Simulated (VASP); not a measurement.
Cu3As2: relaxation of cell and atoms with PBE

Cu3As2:

```
Cu As
1.0
     3.99857    0.00000    0.00000
    -1.99929    3.46287    0.00000
     0.00000    0.00000    6.75923
Cu As
3 2
Direct
  0.00000 0.00000 0.08461
  0.33333 0.66667 0.65064
  0.66667 0.33333 0.20353
  0.33333 0.66667 0.01148
  0.66667 0.33333 0.54974
```

This cell differs from its parent crystal: atoms taken out.

- Program: VASP 6.6.1
- Task: relaxation of cell and atoms
- Functional: PBE
- Potentials or basis: VASP PAW PBE potentials, release 64 (Cu, As)
- Cutoff: 600 eV
- k mesh: 6 × 6 × 4
- Occupations: gaussian, width 0.1 eV
- Spin: no spin polarisation
- Dipole correction: no
- Further INCAR settings: ALGO = Normal; EDIFF = 1e-06; IBRION = 2; EDIFFG = -0.04; NSW = 90; ISIF = 3

```
Relaxed volume                        : 18.72 Å³/atom
Relaxed cell                          : a = 4.044 Å, b = 4.044 Å, c = 6.610 Å, α = 90.00°, β = 90.00°, γ = 120.00°
Space group after relaxing (to 0.1 Å) : P3m1 (No. 156)
Energy gained by relaxing             : 2.5 meV/atom
Ionic steps                           : 8
Pressure after relaxing               : -0.1 GPa
Largest force after relaxing          : 0.031 eV/Å
Band gap on the k mesh                : zero (an odd number of electrons rules out a gap without spin polarisation)
```

Forces on the atoms (eV/Å):
```
Cu   0.000  0.000  0.023
Cu   0.000  0.000 -0.030
Cu   0.000  0.000  0.031
As   0.000  0.000  0.006
As   0.000  0.000 -0.030
```

Stress tensor (GPa, compression positive):
```
-0.02  0.00  0.00
 0.00 -0.02  0.00
 0.00  0.00 -0.21
```

The path:
```
step  energy change (eV)  largest force (eV/Å)  pressure (GPa)  volume (Å³)
   1              0.0000                0.0464            0.51        93.59
   2             -0.0050                0.1362           -0.31        94.40
   3             -0.0050                0.1365           -0.43        94.39
   4             -0.0077                0.1286           -0.24        94.04
   5             -0.0094                0.1394            0.15        93.37
   6             -0.0118                0.0787            0.18        93.32
   7             -0.0122                0.0445            0.22        93.28
   8             -0.0127                0.0311           -0.08        93.60
```

Final structure:
```
Cu As
1.0
     4.04358    0.00000    0.00000
    -2.02179    3.50185    0.00000
     0.00000    0.00000    6.61030
Cu As
3 2
Direct
  0.00000 0.00000 0.08704
  0.33333 0.66667 0.64792
  0.66667 0.33333 0.19721
  0.33333 0.66667 0.01496
  0.66667 0.33333 0.55288
```

Levels at points of the mesh, in eV from the Fermi level:
| k point | band 19 | band 20 | band 21 | band 22 | band 23 | band 24 |
| --- | --- | --- | --- | --- | --- | --- |
| (0.00, 0.00, 0.00) | 0.97 | 0.97 | 1.37 | 1.68 | 1.68 | 1.89 |
| (0.50, 0.00, 0.00) | -1.98 | -1.53 | -1.40 | -0.73 | 0.37 | 2.71 |
| (0.00, 0.00, 0.50) | -1.12 | 1.07 | 1.07 | 1.58 | 1.58 | 2.51 |
| (0.50, 0.00, 0.50) | -2.10 | -1.00 | -0.54 | -0.27 | -0.02 | 2.52 |

Wall time 3 min on 1 thread of Intel(R) Xeon(R) 6975P-C (Granite Rapids), with other jobs on the host, peak memory 0.27 GiB.

Caveat: the cell differs from its parent crystal (atoms taken out).
